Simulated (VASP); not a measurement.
Wanted: the native input for a VASP 6.6.1 run.

```
Task                   : single point
Functional             : PBE
Dispersion             : D3(BJ)
Potentials or basis    : VASP PAW PBE potentials, release 64 (Al)
Cutoff                 : 520 eV
k mesh                 : 6 × 6 × 6
Occupations            : fermi-dirac, width 0.15 eV
Spin                   : no spin polarisation
Dipole correction      : no
Further INCAR settings : ALGO = Normal; EDIFF = 1e-06; NBANDS = 8
```

The structure of Al lies in POSCAR:

```
Al
1.0
    0.0000000000      1.9942282540      1.9942282540
    1.9942282540      0.0000000000      1.9942282540
    1.9942282540      1.9942282540      0.0000000000
Al
1
Direct
    0.0000000000      0.0000000000      0.0000000000
```

One way to write it, as run:

INCAR

```
SYSTEM = Al
ALGO = Normal
EDIFF = 1E-6
ENCUT = 520
GGA = PE
ISIF = 2
ISMEAR = -1
IVDW = 12
LASPH = .True.
LCHARG = .False.
LREAL = .False.
LWAVE = .False.
NBANDS = 8
NELM = 80
PREC = Accurate
SIGMA = 0.15
```

KPOINTS

```
k-points
0
Gamma
  6 6 6
  0 0 0
```

Potentials or basis: VASP PAW PBE potentials, release 64 (Al).

Launch:

```console
$ cat potpaw_PBE.64/Al/POTCAR > POTCAR
$ mpirun -np 1 vasp_std > vasp.out
```

It gave:

```json
{
 "Pressure": "0.0 GPa",
 "Dispersion energy per atom": "-0.350 eV"
}
```

Caveat: the k points lie up to 0.45 Å⁻¹ apart; pairwise dispersion overbinds metals, which lowers pressure and volume.

It took 4.4 s on 1 thread of Intel Xeon 8259CL, with other jobs on the host, peak memory 0.14 GiB.
